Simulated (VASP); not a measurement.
# Al2Cl: single point with PBE

Crystal: Al2Cl.

```
CELL_PARAMETERS angstrom
3.82103 0.00000 0.00000
0.00000 3.82103 0.00000
0.00000 0.00000 4.97027
ATOMIC_POSITIONS crystal
Al 0.50000 0.00000 0.19422
Al 0.00000 0.50000 0.19422
Cl 0.00000 0.00000 0.69247
```

```yaml
Program: VASP 6.6.1
Task: single point
Functional: PBE
Potentials_or_basis: VASP PAW PBE potentials, release 64 (Al, Cl)
Cutoff: 520 eV
k_mesh: 12 × 12 × 10
Occupations: gaussian, width 0.1 eV
Spin: no spin polarisation
Dipole_correction: no
Further_INCAR_settings: ALGO = Normal; EDIFF = 1e-06; NBANDS = 14
```

The pressure is -0.1 GPa.

Levels at points of the mesh, in eV from the Fermi level:
| k point | band 2 | band 3 | band 4 | band 5 | band 6 | band 7 | band 8 | band 9 | band 10 | band 11 |
| --- | --- | --- | --- | --- | --- | --- | --- | --- | --- | --- |
| (0.00, 0.00, 0.00) | -7.55 | -5.19 | -3.44 | -3.44 | 1.26 | 1.26 | 2.02 | 2.30 | 2.62 | 5.29 |
| (0.50, 0.00, 0.00) | -6.43 | -5.09 | -4.65 | -3.22 | -3.06 | 0.96 | 2.81 | 3.43 | 4.01 | 4.32 |
| (0.50, 0.50, 0.00) | -5.27 | -5.27 | -4.23 | -2.97 | -2.55 | -1.59 | -1.59 | 2.30 | 2.30 | 5.04 |
| (0.00, 0.00, 0.50) | -8.60 | -3.27 | -3.27 | -2.72 | -0.57 | 0.57 | 0.57 | 2.71 | 3.94 | 4.53 |
| (0.50, 0.00, 0.50) | -6.83 | -5.50 | -4.91 | -3.12 | -1.54 | 1.81 | 2.64 | 2.89 | 2.99 | 4.98 |
| (0.50, 0.50, 0.50) | -5.50 | -4.54 | -4.54 | -3.33 | -3.33 | -2.80 | 0.08 | 2.85 | 4.49 | 4.49 |

It took 41 s on 1 thread of Intel(R) Xeon(R) 6975P-C (Granite Rapids), on a shared host, peak memory 0.28 GiB.

Caveat: an odd number of electrons without spin polarisation forces a metal; a magnetic or distorted state may lie lower.
